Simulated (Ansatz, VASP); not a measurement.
## AgCl: VASP beside Ansatz

```
Ag Cl
1.0
     1.92704   -5.72329    0.00000
     1.92704    5.72329    0.00000
     0.00000    0.00000    3.92404
Ag Cl
2 2
Direct
  0.39656 0.60344 0.75000
  0.60344 0.39656 0.25000
  0.86545 0.13455 0.25000
  0.13455 0.86545 0.75000
```

Change from the starting cell: equal xx and yy strain of +3 %.

Alike in both runs: task single point; functional PBEsol; k mesh 9 × 9 × 8; occupations fermi-dirac, width 0.03 eV; no spin polarisation.

|  | VASP | Ansatz |
| --- | --- | --- |
| version | VASP 6.6.1 | Ansatz 0.2.0 |
| potentials or method | VASP PAW PBE potentials, release 64 (Ag, Cl), cutoff 520 eV | all-electron LAPW, scalar-relativistic |

```tsv
	VASP	Ansatz	Ansatz less VASP
pressure (GPa)	-5.1	-5.1	+0.10
traceless stress, the component that is largest in VASP (GPa)	1.21	1.18	-0.028
rms of the force components (eV/Å)	0.027	0.026	-0.0013
```

VASP's potentials were made for PBE, not for PBEsol. Atom by atom the forces differ by 0.002 eV/Å (rms over components). Ansatz ran all-electron here, and VASP with PAW potentials.
